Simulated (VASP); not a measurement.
# S (R-3m) in VASP: further runs

Runs on S. Level: PBE. Tasks: relaxation of cell and atoms.

Program: VASP 6.6.1. These are calculated values, not measurements. Logs are shortened: lines on timing, memory, paths and dates and some standing lists are left out, and cuts for length are marked.

### 1 The cell of the first run

The structure is trigonal, space group R-3m (No. 166). Conventional cell: a = 3.263 Å, b = 3.263 Å, c = 8.648 Å, α = 90.00°, β = 90.00°, γ = 120.00°. S (site symmetry 3m) has 6 S at 2.20 to 2.57 Å within 2.9 Å.

### 2 Relaxation of cell and atoms, PBE, target pressure 30 GPa, at which the enthalpy is minimised

File INCAR:

```
SYSTEM = S
PREC = Accurate
ENCUT = 600
EDIFF = 1E-7
ISMEAR = -1
SIGMA = 0.1
LREAL = .FALSE.
LASPH = .TRUE.
NELM = 80
ALGO = Normal
ISIF = 3
LWAVE = .FALSE.
LCHARG = .FALSE.
GGA = PE
IBRION = 2
NSW = 60
EDIFFG = -0.005
PSTRESS = 300.0
```

File KPOINTS:

```
regular mesh
0
G
  14 14 14
  0 0 0
```

File POSCAR:

```
S
1.0
    1.6317416928     -0.9420865056      2.8827436572
    0.0000000000      1.8841730111      2.8827436572
   -1.6317416928     -0.9420865056      2.8827436572
S
2
Direct
    0.2320000000      0.2320000000      0.2320000000
   -0.2320000000     -0.2320000000     -0.2320000000
```

Potentials or basis: VASP PAW PBE potentials, release 64 (S).

The run is started by

```
cat potpaw_PBE.64/S/POTCAR > POTCAR
mpirun -np 1 vasp_std > vasp.out
```

OUTCAR:

```text
SYSTEM = S
   PREC = Accurate
   ENCUT = 600
   EDIFF = 1E-7
   ISMEAR = -1
   LREAL = .FALSE.
   LASPH = .TRUE.
   NELM = 80
   ISIF = 3
   GGA = PE
   IBRION = 2
   NSW = 60
   EDIFFG = -0.005
   PSTRESS = 300.0

 ion  position               nearest neighbor table
   1  0.232  0.232  0.232-   2 2.20   2 2.20   2 2.20   2 2.57   2 2.57   2 2.57
   2  0.768  0.768  0.768-   1 2.20   1 2.20   1 2.20   1 2.57   1 2.57   1 2.57

  LATTYP: Found a trigonal (rhomboedric) cell.
 ALAT       =     3.4438813756
 COS(alpha) =     0.5510102270

  Lattice vectors:

 A1 = (   1.6317416928,  -0.9420865056,   2.8827436572)
 A2 = (   0.0000000000,   1.8841730111,   2.8827436572)
 A3 = (  -1.6317416928,  -0.9420865056,   2.8827436572)

Analysis of symmetry for initial positions (statically):
=====================================================================
 Subroutine PRICEL returns:
 Original cell was already a primitive cell.

 Routine SETGRP: Setting up the symmetry group for a
 trigonal (rhombohedral) supercell.

 Subroutine GETGRP returns: Found 12 space group operations
 (whereof 12 operations were pure point group operations)
 out of a pool of 12 trial point group operations.

The static configuration has the point symmetry D_3d.

Analysis of symmetry for dynamics (positions and initial velocities):
=====================================================================
 Subroutine PRICEL returns:
 Original cell was already a primitive cell.

 Routine SETGRP: Setting up the symmetry group for a
 trigonal (rhombohedral) supercell.

 Subroutine GETGRP returns: Found 12 space group operations
 (whereof 12 operations were pure point group operations)
 out of a pool of 12 trial point group operations.

The dynamic configuration has the point symmetry D_3d.

 Subroutine INISYM returns: Found 12 space group operations
 (whereof 12 operations are pure point group operations),
 and found     1 'primitive' translations

----------------------------------------------------------------------------------------

                                     Primitive cell

  volume of cell :      26.5888

  direct lattice vectors                    reciprocal lattice vectors
     1.631741693 -0.942086506  2.882743657     0.306421048 -0.176912275  0.115630584
     0.000000000  1.884173011  2.882743657     0.000000000  0.353824549  0.115630584
    -1.631741693 -0.942086506  2.882743657    -0.306421048 -0.176912275  0.115630584

  length of vectors
     3.443881376  3.443881376  3.443881376     0.372239498  0.372239498  0.372239498

  position of ions in fractional coordinates (direct lattice)
     0.232000000  0.232000000  0.232000000
     0.768000000  0.768000000  0.768000000

  ion indices of the primitive-cell ions
   primitive index   ion index
                 1           1
                 2           2

----------------------------------------------------------------------------------------

 KPOINTS: regular mesh

Automatic generation of k-mesh.
 Grid dimensions read from file:
 generate k-points for:   14   14   14

 Generating k-lattice:

  Cartesian coordinates                     Fractional coordinates (reciprocal lattice)
     0.021887218 -0.012636591  0.008259327     0.071428571  0.000000000 -0.000000000
     0.000000000  0.025273182  0.008259327     0.000000000  0.071428571  0.000000000
    -0.021887218 -0.012636591  0.008259327    -0.000000000  0.000000000  0.071428571

  Length of vectors
     0.026588536  0.026588536  0.026588536

  Shift w.r.t. Gamma in fractional coordinates (k-lattice)
     0.000000000  0.000000000  0.000000000

 Subroutine IBZKPT returns following result:
 ===========================================

 Found    288 irreducible k-points:

 Following reciprocal coordinates:
            Coordinates               Weight
  0.000000  0.000000  0.000000      1.000000
  0.071429 -0.000000  0.000000      6.000000
  0.142857  0.000000 -0.000000      6.000000
  0.214286 -0.000000 -0.000000      6.000000
  0.285714  0.000000  0.000000      6.000000
  0.357143  0.000000 -0.000000      6.000000
[... 16 lines left out ...]
  0.214286  0.142857 -0.000000     12.000000
  0.285714  0.142857  0.000000     12.000000
 [... further k-points ...]
   k-points           NKPTS =    288   k-points in BZ     NKDIM =    288   number of bands    NBANDS=     10
   number of dos      NEDOS =    301   number of ions     NIONS =      2
   total plane-waves  NPLWV =  21952
   dimension x,y,z NGX =    28 NGY =   28 NGZ =   28
   dimension x,y,z NGXF=    56 NGYF=   56 NGZF=   56
   ions per type =               2
   NGX,Y,Z   is equivalent  to a cutoff of  13.52, 13.52, 13.52 a.u.
   NGXF,Y,Z  is equivalent  to a cutoff of  27.03, 27.03, 27.03 a.u.
 SYSTEM =  S
   PREC   = accura    normal or accurate (medium, high low for compatibility)
   ISTART =      0    job   : 0-new  1-cont  2-samecut
   ICHARG =      2    charge: 1-file 2-atom 10-const
   ISPIN  =      1    spin polarized calculation?
   LNONCOLLINEAR =      F non collinear calculations
   LSORBIT =      F    spin-orbit coupling
   LASPH  =      T    aspherical Exc in radial PAW
   ENCUT  =  600.0 eV  44.10 Ry    6.64 a.u.   6.88  6.88  6.88*2*pi/ulx,y,z
   NELM   =     80;   NELMIN=  2; NELMDL= -5     # of ELM steps
   EDIFF  = 0.1E-06   stopping-criterion for ELM
   LREAL  =      F    real-space projection
   EDIFFG = -.5E-02   stopping-criterion for IOM
   NSW    =     60    number of steps for IOM
   IBRION =      2    ionic relax: 0-MD 1-quasi-New 2-CG
   NFREE  =      1    steps in history (QN), initial steepest desc. (CG)
   ISIF   =      3    stress and relaxation
   ISYM   =      2    0-nonsym 1-usesym 2-fastsym
   POTIM  = 0.5000    time-step for ionic-motion
   TEBEG  =    0.0;   TEEND  =   0.0 temperature during run
   PSTRESS=  300.0 pullay stress
   NELECT =      12.0000    total number of electrons
   NUPDOWN=      -1.0000    fix difference up-down
   EMIN   =  10.00;   EMAX   =-10.00  energy-range for DOS
   EFERMI =   0.00;   METHOD = LEGACY
   ISMEAR =    -1;   SIGMA  =   0.10  broadening in eV -4-tet -1-fermi 0-gaus
   EFERMI_NEDOS =   21; number of points for ismear=-14 and -15
   IALGO  =     38    algorithm
   IMIX   =      4    mixing-type and parameters
     AMIX     =   0.40;   BMIX     =  1.00
     AMIX_MAG =   1.60;   BMIX_MAG =  1.00
  volume/ion in A,a.u.               =      13.29        89.72
  Fermi-wavevector in a.u.,A,eV,Ry     =   1.255747  2.373017 21.455028  1.576900
  Thomas-Fermi vector in A             =   2.389488
   LORBIT       =      0    0 simple, 1 ext, 2 COOP (PROOUT), +10 PAW based schemes
   GGA     = PE    functional components
   LHFCALC =     F    Hartree Fock is set to
   AEXX    =    0.0000 exact exchange contribution
   IVDW    =     0    specifies the selected vdW correction
   LEPSILON=     F    determine dielectric tensor
   LRPA    =     F    only Hartree local field effects (RPA)
 conjugate gradient relaxation of ions
 non-spin polarized calculation
  energy-cutoff  :      600.00
  volume of cell :       26.59
 maximum number of plane-waves:       909
   NGX = 13   NGY = 13   NGZ = 13

--------------------------------------- Ionic step        1  -------------------------------------------

 number of electron      11.9999999 magnetization

 Free energy of the ion-electron system (eV)
  ---------------------------------------------------
  ext. energy  EPLUGINS =         0.00000000
  ---------------------------------------------------
  free energy    TOTEN  =        -5.58665723 eV

  energy without entropy =       -5.54667216  energy(sigma->0) =       -5.56666470

------------------------ aborting loop because EDIFF is reached ----------------------------------------

  FORCE on cell =-STRESS in cart. coord.  units (eV):
  Direction    XX          YY          ZZ          XY          YZ          ZX
  --------------------------------------------------------------------------------------
  -------------------------------------------------------------------------------------
  Total        7.4497911      7.4497911      5.4190094      0.0000000     -0.0000000      0.0000000
  in kB      448.9057930    448.9057930    326.5359627      0.0000000     -0.0000000      0.0000000
  external PRESSURE =     108.1158495 kB  Pullay stress =     300.0000000 kB
[... 97 lines left out ...]
  energy  without entropy=       -6.7324553321  energy(sigma->0) =       -6.74558614

  enthalpy is  TOTEN    =        -1.2898653278 eV   P V=        5.4688516146

 E-fermi :   9.6582     XC(G=0): -11.3593

 val. band max:        9.6470228223   @ k =   0.3571   0.2143   0.0714
 cond. band min:       9.6601032183   @ k =  -0.1429   0.3571   0.0714
 fundamental gap:      0.0130803960
 Fermi energy:         9.6582059843

 k-point     1 :       0.0000    0.0000    0.0000
  band No.  band energies     occupation
      1      -9.2543      2.00000
      2       1.8940      2.00000
      3       4.6393      2.00000
      4       5.3004      2.00000
      5       5.3004      2.00000
      6      11.3238      0.00000
      7      11.3238      0.00000
      8      11.5786      0.00000
      9      14.0746      0.00000
     10      14.7351      0.00000
[... 287 lines left out ...]
 k-point    24 :       0.2857    0.1429    0.0000
  band No.  band energies     occupation
      1      -8.0913      2.00000
      2      -1.1378      2.00000
      3       3.8652      2.00000
      4       4.5169      2.00000
      5       5.9196      2.00000
      6       8.6886      1.99988
      7      10.7847      0.00003
      8      11.2191      0.00000
      9      13.5933      0.00000
     10      17.4854      0.00000

 [... further k-points ...]

[... ionic steps 4 to 15 ...]

--------------------------------------- Ionic step       16  -------------------------------------------

 number of electron      12.0000001 magnetization

------------------------ aborting loop because EDIFF is reached ----------------------------------------
[... 71 lines left out ...]
--------------------------------------- Ionic step       18  -------------------------------------------

 number of electron      12.0000001 magnetization

 Free energy of the ion-electron system (eV)
  ---------------------------------------------------
  ext. energy  EPLUGINS =         0.00000000
  ---------------------------------------------------
  free energy    TOTEN  =        -6.41026785 eV

  energy without entropy =       -6.38512857  energy(sigma->0) =       -6.39769821

 E-fermi :  10.8843     XC(G=0): -11.7823

 val. band max:       10.8671916394   @ k =   0.3571   0.2143   0.0714
 cond. band min:      10.8848620935   @ k =  -0.2143   0.2143   0.2143
 fundamental gap:      0.0176704541
 Fermi energy:        10.8843291486

 k-point     1 :       0.0000    0.0000    0.0000
  band No.  band energies     occupation
      1      -8.8488      2.00000
      2       3.1016      2.00000
      3       4.1347      2.00000
      4       7.2504      2.00000
      5       7.2504      2.00000
      6      12.7237      0.00000
      7      12.7237      0.00000
      8      14.0206      0.00000
      9      14.3583      0.00000
     10      16.5708      0.00000
[... 287 lines left out ...]
 k-point    24 :       0.2857    0.1429    0.0000
  band No.  band energies     occupation
      1      -7.5534      2.00000
      2       0.0896      2.00000
      3       4.0953      2.00000
      4       6.0169      2.00000
      5       7.0707      2.00000
      6       9.5873      2.00000
      7      11.7523      0.00034
      8      13.0105      0.00000
      9      15.2258      0.00000
     10      17.9551      0.00000

 [... further k-points ...]
[... 5 lines left out ...]
  --------------------------------------------------------------------------------------
  -------------------------------------------------------------------------------------
  Total        5.0256151      5.0256151      5.0271742      0.0000000     -0.0000000      0.0000000
  in kB      300.1581462    300.1581460    300.2512623      0.0000000     -0.0000001      0.0000000
  external PRESSURE =       0.1891848 kB  Pullay stress =     300.0000000 kB
[... 21 lines left out ...]
  energy  without entropy=       -6.3851285720  energy(sigma->0) =       -6.39769821

  enthalpy is  TOTEN    =        -1.3873006332 eV   P V=        5.0229672166

 reached required accuracy - stopping structural energy minimisation
```

Run time: 9.8 min. Hardware: 1 thread of AMD EPYC 9R45 (Zen 5), shared host; peak memory 0.19 GiB.

What came out:

```
Free energy                                                : -6.4103 eV
Relaxed volume                                             : 13.41 Å³/atom
Relaxed cell                                               : a = 3.591 Å, b = 3.591 Å, c = 3.591 Å, α = 52.30°, β = 52.30°, γ = 52.30°
Space group after relaxing (to 0.1 Å)                      : R-3m (No. 166)
Energy change on relaxing (the run minimises the enthalpy) : -411.8 meV/atom
Ionic steps                                                : 18
Pressure after relaxing                                    : 30.0 GPa
Band gap on the k mesh                                     : zero (bands 6 and 7 overlap by 5.04 eV)
```

Forces on the atoms (eV/Å):
```
S    0.000  0.000 -0.002
S    0.000  0.000  0.002
```

The path:
| step | energy change (eV) | largest force (eV/Å) | pressure (GPa) | volume (Å³) |
| --- | --- | --- | --- | --- |
| 1 | 0.0000 | 3.9164 | 40.81 | 26.59 |
| 2 | -1.2504 | 0.7938 | 14.47 | 30.17 |
| 3 | -1.1721 | 0.4213 | 18.83 | 29.21 |
| 4 | -1.1459 | 0.6364 | 19.71 | 29.06 |
| 5 | -0.5795 | 1.1754 | 40.36 | 26.06 |
| 6 | -0.9294 | 0.1380 | 28.86 | 27.52 |
| 7 | -0.9237 | 0.1568 | 29.07 | 27.49 |
| 8 | -0.8869 | 0.0893 | 30.43 | 27.28 |
| 9 | -0.8975 | 0.0213 | 30.05 | 27.34 |
| 10 | -0.8962 | 0.0224 | 30.07 | 27.33 |
| 11 | -0.8924 | 0.0258 | 30.11 | 27.30 |
| 12 | -0.8848 | 0.0327 | 30.17 | 27.24 |
| 13 | -0.8658 | 0.0466 | 30.03 | 27.08 |
| 14 | -0.7906 | 0.0705 | 29.89 | 26.67 |
| 15 | -0.8382 | 0.0597 | 29.90 | 26.91 |
| 16 | -0.8290 | 0.0625 | 29.87 | 26.85 |
| 17 | -0.7599 | 0.5824 | 31.61 | 26.55 |
| 18 | -0.8236 | 0.0024 | 30.02 | 26.83 |

Final structure:
```xyz
2
Lattice="1.5827 -0.9138 3.0913 0.0000 1.8276 3.0913 -1.5827 -0.9138 3.0913" Properties=species:S:1:pos:R:3 pbc="T T T"
S     0.0000    0.0000    2.3185
S     0.0000    0.0000    6.9553
```

Caveat: the cell is relaxed towards a set pressure, so the run minimises the enthalpy, not the energy.

### 3 Relaxation of cell and atoms, PBE, target pressure 30 GPa, at which the enthalpy is minimised

This run uses another cell than the first one, of 13.44 Å³/atom.

File INCAR:

```
SYSTEM = S
PREC = Accurate
ENCUT = 600
EDIFF = 1E-6
ISMEAR = -1
SIGMA = 0.1
LREAL = .False.
LASPH = .True.
NELM = 80
ALGO = Normal
ISIF = 3
LWAVE = .False.
LCHARG = .False.
GGA = PE
IBRION = 2
NSW = 32
EDIFFG = -0.005
PSTRESS = 300.0
```

File KPOINTS:

```
Automatic mesh
0
Gamma
  14 14 14
  0 0 0
```

File POSCAR:

```
S
1.0
    1.5843798946     -0.9147421586      3.0908011186
    0.0000000000      1.8294843172      3.0908011186
   -1.5843798946     -0.9147421586      3.0908011186
S
2
Direct
    0.2499999887      0.2499999887      0.2499999887
   -0.2499999887     -0.2499999887     -0.2499999887
```

Potentials or basis: VASP PAW PBE potentials, release 64 (S).

The run is started by

```
cat potpaw_PBE.64/S/POTCAR > POTCAR
mpirun -np 1 vasp_std > vasp.out
```

Wall time 1.8 min (1 thread of AMD EPYC 9R45 (Zen 5), shared host); peak memory 0.19 GiB.

Results (log left out):

```yaml
Free_energy: -6.4124 eV
Relaxed_volume: 13.42 Å³/atom
Relaxed_cell: a = 3.590 Å, b = 3.590 Å, c = 3.590 Å, α = 52.35°, β = 52.35°, γ = 52.35°
Space_group_after_relaxing_to_0.1_Å: R-3m (No. 166)
Energy_change_on_relaxing_the_run_minimises_the_enthalpy: +3.8 meV/atom
Ionic_steps: 3
Pressure_after_relaxing: 30.0 GPa
Band_gap_on_the_k_mesh: zero (bands 6 and 7 overlap by 5.03 eV)
```

Step by step:
```
step  energy change (eV)  largest force (eV/Å)  pressure (GPa)  volume (Å³)
   1              0.0000                0.0000           29.71        26.88
   2              0.0178                0.0000           30.38        26.78
   3              0.0077                0.0000           30.00        26.84
```

Final structure:
```
S
1.0
     1.58358   -0.91428    3.08917
     0.00000    1.82856    3.08917
    -1.58358   -0.91428    3.08917
S
2
Direct
  0.25000 0.25000 0.25000
  0.75000 0.75000 0.75000
```

Levels at points of the mesh, in eV from the Fermi level:
```
           k point  band 3  band 4  band 5  band 6  band 7  band 8  band 9  band 10
(0.00, 0.00, 0.00)   -6.74   -3.64   -3.64    1.84    1.84    3.12    3.47     5.68
(0.50, 0.00, 0.00)   -4.64   -4.64   -3.22   -3.22   -1.99   -1.99    8.27     8.27
(0.50, 0.50, 0.00)  -10.55   -8.34   -6.39    1.02    3.66    4.42    5.43     8.64
(0.50, 0.50, 0.50)   -2.39   -2.39   -2.39   -2.39   -0.03   -0.03    9.19     9.19
```

Caveat: the cell is relaxed towards a set pressure, so the run minimises the enthalpy, not the energy.
